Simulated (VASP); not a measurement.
# GaSb (F-43m) in VASP: single point with PBEsol

Aim: the single point of GaSb with PBEsol.

Everything below comes from runs of VASP 6.6.1. Logs are shortened: lines on timing, memory, paths and dates and some standing lists are left out, and cuts for length are marked.

**1. The cell of the first run**

Symmetry: F-43m, No. 216, cubic system. Conventional cell: a = 6.112 Å, b = 6.112 Å, c = 6.112 Å, α = 90.00°, β = 90.00°, γ = 90.00°. Within 3.5 Å of Ga (site symmetry -43m) lie 4 Sb at 2.65 Å. Sb (site symmetry -43m) has 4 Ga at 2.65 Å within 3.5 Å.

**2. Single point, PBEsol**

File INCAR:

```
SYSTEM = GaSb
PREC = Accurate
ENCUT = 500
EDIFF = 1E-6
ISMEAR = 0
SIGMA = 0.1
LREAL = .FALSE.
LASPH = .TRUE.
NELM = 120
ALGO = Normal
ISIF = 2
LWAVE = .FALSE.
LCHARG = .FALSE.
GGA = PS
NBANDS = 16
GGA_COMPAT = .FALSE.
```

File KPOINTS:

```
Automatic mesh
0
G
  12 12 12
  0 0 0
```

File POSCAR:

```
GaSb
1.0
    0.0000000000      3.0558829845      3.0558829845
    3.0558829845      0.0000000000      3.0558829845
    3.0558829845      3.0558829845      0.0000000000
Ga Sb
1 1
Direct
    0.0000000000      0.0000000000      0.0000000000
    0.2500000000      0.2500000000      0.2500000000
```

Potentials or basis: VASP PAW PBE potentials, release 64 (Ga_d, Sb).

Started as:

```sh
> cat potpaw_PBE.64/Ga_d/POTCAR potpaw_PBE.64/Sb/POTCAR > POTCAR
> mpirun -np 1 vasp_std > vasp.out
```

OUTCAR:

```text
SYSTEM = GaSb
   PREC = Accurate
   ENCUT = 500
   EDIFF = 1E-6
   ISMEAR = 0
   LREAL = .FALSE.
   LASPH = .TRUE.
   NELM = 120
   ISIF = 2
   GGA = PS

 ion  position               nearest neighbor table
   1  0.000  0.000  0.000-   2 2.65   2 2.65   2 2.65   2 2.65
   2  0.250  0.250  0.250-   1 2.65   1 2.65   1 2.65   1 2.65

  LATTYP: Found a face centered cubic cell.
 ALAT       =     6.1117659690

  Lattice vectors:

 A1 = (   0.0000000000,   3.0558829845,   3.0558829845)
 A2 = (   3.0558829845,   0.0000000000,   3.0558829845)
 A3 = (   3.0558829845,   3.0558829845,   0.0000000000)

Analysis of symmetry for initial positions (statically):
=====================================================================
 Subroutine PRICEL returns:
 Original cell was already a primitive cell.

 Routine SETGRP: Setting up the symmetry group for a
 face centered cubic supercell.

 Subroutine GETGRP returns: Found 24 space group operations
 (whereof 24 operations were pure point group operations)
 out of a pool of 48 trial point group operations.

The static configuration has the point symmetry T_d .

Analysis of symmetry for dynamics (positions and initial velocities):
=====================================================================
 Subroutine PRICEL returns:
 Original cell was already a primitive cell.

 Routine SETGRP: Setting up the symmetry group for a
 face centered cubic supercell.

 Subroutine GETGRP returns: Found 24 space group operations
 (whereof 24 operations were pure point group operations)
 out of a pool of 48 trial point group operations.

The dynamic configuration has the point symmetry T_d .

 Subroutine INISYM returns: Found 24 space group operations
 (whereof 24 operations are pure point group operations),
 and found     1 'primitive' translations

----------------------------------------------------------------------------------------

                                     Primitive cell

  volume of cell :      57.0742

  direct lattice vectors                    reciprocal lattice vectors
     0.000000000  3.055882985  3.055882985    -0.163618830  0.163618830  0.163618830
     3.055882985  0.000000000  3.055882985     0.163618830 -0.163618830  0.163618830
     3.055882985  3.055882985  0.000000000     0.163618830  0.163618830 -0.163618830

  length of vectors
     4.321671162  4.321671162  4.321671162     0.283396127  0.283396127  0.283396127

  position of ions in fractional coordinates (direct lattice)
     0.000000000  0.000000000  0.000000000
     0.250000000  0.250000000  0.250000000

  ion indices of the primitive-cell ions
   primitive index   ion index
                 1           1
                 2           2

----------------------------------------------------------------------------------------

 KPOINTS: Automatic mesh

Automatic generation of k-mesh.
 Grid dimensions read from file:
 generate k-points for:   12   12   12

 Generating k-lattice:

  Cartesian coordinates                     Fractional coordinates (reciprocal lattice)
    -0.013634903  0.013634903  0.013634903     0.083333333  0.000000000  0.000000000
     0.013634903 -0.013634903  0.013634903     0.000000000  0.083333333  0.000000000
     0.013634903  0.013634903 -0.013634903     0.000000000  0.000000000  0.083333333

  Length of vectors
     0.023616344  0.023616344  0.023616344

  Shift w.r.t. Gamma in fractional coordinates (k-lattice)
     0.000000000  0.000000000  0.000000000

 Subroutine IBZKPT returns following result:
 ===========================================

 Found     72 irreducible k-points:

 Following reciprocal coordinates:
            Coordinates               Weight
  0.000000  0.000000  0.000000      1.000000
  0.083333  0.000000  0.000000      8.000000
  0.166667  0.000000  0.000000      8.000000
  0.250000  0.000000  0.000000      8.000000
  0.333333  0.000000  0.000000      8.000000
  0.416667  0.000000  0.000000      8.000000
[... 16 lines left out ...]
  0.500000  0.166667  0.000000     24.000000
 -0.416667  0.166667  0.000000     24.000000
 [... further k-points ...]
   k-points           NKPTS =     72   k-points in BZ     NKDIM =     72   number of bands    NBANDS=     16
   number of dos      NEDOS =    301   number of ions     NIONS =      2
   total plane-waves  NPLWV =  32768
   dimension x,y,z NGX =    32 NGY =   32 NGZ =   32
   dimension x,y,z NGXF=    64 NGYF=   64 NGZF=   64
   ions per type =               1   1
   NGX,Y,Z   is equivalent  to a cutoff of  12.31, 12.31, 12.31 a.u.
   NGXF,Y,Z  is equivalent  to a cutoff of  24.62, 24.62, 24.62 a.u.
 SYSTEM =  GaSb
   PREC   = accura    normal or accurate (medium, high low for compatibility)
   ISTART =      0    job   : 0-new  1-cont  2-samecut
   ICHARG =      2    charge: 1-file 2-atom 10-const
   ISPIN  =      1    spin polarized calculation?
   LNONCOLLINEAR =      F non collinear calculations
   LSORBIT =      F    spin-orbit coupling
   LASPH  =      T    aspherical Exc in radial PAW
   ENCUT  =  500.0 eV  36.75 Ry    6.06 a.u.   7.88  7.88  7.88*2*pi/ulx,y,z
   NELM   =    120;   NELMIN=  2; NELMDL= -5     # of ELM steps
   EDIFF  = 0.1E-05   stopping-criterion for ELM
   LREAL  =      F    real-space projection
   EDIFFG = 0.1E-04   stopping-criterion for IOM
   NSW    =      0    number of steps for IOM
   IBRION =     -1    ionic relax: 0-MD 1-quasi-New 2-CG
   NFREE  =      0    steps in history (QN), initial steepest desc. (CG)
   ISIF   =      2    stress and relaxation
   ISYM   =      2    0-nonsym 1-usesym 2-fastsym
   POTIM  = 0.5000    time-step for ionic-motion
   TEBEG  =    0.0;   TEEND  =   0.0 temperature during run
   PSTRESS=    0.0 pullay stress
   NELECT =      18.0000    total number of electrons
   NUPDOWN=      -1.0000    fix difference up-down
   EMIN   =  10.00;   EMAX   =-10.00  energy-range for DOS
   EFERMI =   0.00;   METHOD = LEGACY
   ISMEAR =     0;   SIGMA  =   0.10  broadening in eV -4-tet -1-fermi 0-gaus
   EFERMI_NEDOS =   21; number of points for ismear=-14 and -15
   IALGO  =     38    algorithm
   IMIX   =      4    mixing-type and parameters
     AMIX     =   0.40;   BMIX     =  1.00
     AMIX_MAG =   1.60;   BMIX_MAG =  1.00
  volume/ion in A,a.u.               =      28.54       192.58
  Fermi-wavevector in a.u.,A,eV,Ry     =   1.114343  2.105803 16.895179  1.241761
  Thomas-Fermi vector in A             =   2.250937
   LORBIT       =      0    0 simple, 1 ext, 2 COOP (PROOUT), +10 PAW based schemes
   GGA     = PS    functional components
   LHFCALC =     F    Hartree Fock is set to
   AEXX    =    0.0000 exact exchange contribution
   IVDW    =     0    specifies the selected vdW correction
   LEPSILON=     F    determine dielectric tensor
   LRPA    =     F    only Hartree local field effects (RPA)
 non-spin polarized calculation
 Gauss-broadening in eV      SIGMA  =   0.10
  energy-cutoff  :      500.00
  volume of cell :       57.07
 maximum number of plane-waves:      1464
   NGX = 15   NGY = 15   NGZ = 15

 number of electron      17.9999985 magnetization

 Free energy of the ion-electron system (eV)
  ---------------------------------------------------
  ext. energy  EPLUGINS =         0.00000000
  ---------------------------------------------------
  free energy    TOTEN  =        -8.15501464 eV

  energy without entropy =       -8.15488778  energy(sigma->0) =       -8.15495121

 E-fermi :   4.8195     XC(G=0):  -9.2804

 val. band max:        4.7737689885   @ k =   0.0000   0.0000   0.0000
 cond. band min:       5.1147622374   @ k =   0.5000   0.0000   0.0000
 fundamental gap:      0.3409932489
 Fermi energy:         4.8195355162

 k-point     1 :       0.0000    0.0000    0.0000
  band No.  band energies     occupation
      1     -10.2411      2.00000
      2     -10.2411      2.00000
      3     -10.2411      2.00000
      4     -10.1902      2.00000
      5     -10.1902      2.00000
      6      -6.7639      2.00000
[... 8 lines left out ...]
     15      13.3678      0.00000
     16      13.3678      0.00000

 k-point     2 :       0.0833    0.0000    0.0000
  band No.  band energies     occupation
      1     -10.2430      2.00000
      2     -10.2402      2.00000
      3     -10.2402      2.00000
      4     -10.1903      2.00000
      5     -10.1903      2.00000
      6      -6.6919      2.00000
[... 8 lines left out ...]
     15      12.8166      0.00000
     16      12.8166      0.00000

 k-point     3 :       0.1667    0.0000    0.0000
  band No.  band energies     occupation
      1     -10.2484      2.00000
      2     -10.2379      2.00000
      3     -10.2379      2.00000
      4     -10.1905      2.00000
      5     -10.1905      2.00000
      6      -6.4802      2.00000
[... 8 lines left out ...]
     15      12.3307      0.00000
     16      12.3307      0.00000

 k-point     4 :       0.2500    0.0000    0.0000
  band No.  band energies     occupation
      1     -10.2557      2.00000
      2     -10.2350      2.00000
      3     -10.2350      2.00000
      4     -10.1906      2.00000
      5     -10.1906      2.00000
      6      -6.1442      2.00000
[... 8 lines left out ...]
     15      12.3089      0.00000
     16      12.3089      0.00000
[... 324 lines left out ...]
 k-point    22 :       0.4167    0.1667    0.0000
  band No.  band energies     occupation
      1     -10.2704      2.00000
      2     -10.2286      2.00000
      3     -10.2270      2.00000
      4     -10.1941      2.00000
      5     -10.1887      2.00000
      6      -5.3431      2.00000
[... 8 lines left out ...]
     15      13.9299      0.00000
     16      14.6254      0.00000

 k-point    23 :       0.5000    0.1667    0.0000
  band No.  band energies     occupation
      1     -10.2729      2.00000
      2     -10.2278      2.00000
      3     -10.2262      2.00000
      4     -10.1931      2.00000
      5     -10.1893      2.00000
      6      -4.9904      2.00000
[... 8 lines left out ...]
     15      14.4703      0.00000
     16      14.6801      0.00000

 k-point    24 :      -0.4167    0.1667    0.0000
  band No.  band energies     occupation
      1     -10.2728      2.00000
      2     -10.2278      2.00000
      3     -10.2268      2.00000
      4     -10.1919      2.00000
      5     -10.1903      2.00000
      6      -4.9320      2.00000
[... 8 lines left out ...]
     15      13.4233      0.00000
     16      13.8149      0.00000

 [... further k-points ...]
[... 5 lines left out ...]
  --------------------------------------------------------------------------------------
  -------------------------------------------------------------------------------------
  Total        0.0283008      0.0283008      0.0283008     -0.0000000      0.0000000     -0.0000000
  in kB        0.7944538      0.7944538      0.7944538     -0.0000000      0.0000000     -0.0000000
  external PRESSURE =       0.7944538 kB  Pullay stress =       0.0000000 kB

 VOLUME and BASIS-vectors are now :
 -----------------------------------------------------------------------------
  energy-cutoff  :      500.00
  volume of cell :       57.07
      direct lattice vectors                 reciprocal lattice vectors
     0.000000000  3.055882985  3.055882985    -0.163618830  0.163618830  0.163618830
     3.055882985  0.000000000  3.055882985     0.163618830 -0.163618830  0.163618830
     3.055882985  3.055882985  0.000000000     0.163618830  0.163618830 -0.163618830

 POSITION                                       TOTAL-FORCE (eV/Angst)
 -----------------------------------------------------------------------------------
      0.00000      0.00000      0.00000         0.000000      0.000000      0.000000
      1.52794      1.52794      1.52794        -0.000000     -0.000000     -0.000000
 -----------------------------------------------------------------------------------
    total drift:                                0.000000      0.000000      0.000000

  FREE ENERGIE OF THE ION-ELECTRON SYSTEM (eV)
  ---------------------------------------------------
  free  energy   TOTEN  =        -8.1550146358 eV

  energy  without entropy=       -8.1548877755  energy(sigma->0) =       -8.15495121
```

It took 29 s on 1 thread of Intel Xeon Platinum 8488C (Sapphire Rapids), shared host; peak memory 0.21 GiB.

What came out:

```
Free energy            : -8.1550 eV
Pressure               : 0.1 GPa
Band gap on the k mesh : 0.01 eV
```

Caveat: the smearing spreads over this small gap; semilocal functionals underestimate gaps, and a narrow one can read as zero; the PAW data sets were made with another functional, which shifts forces and pressure a little; spin-orbit coupling is left out, which moves the levels of the heavy elements.

The gap in the log of VASP goes by the Fermi energy; the results here count the filled bands.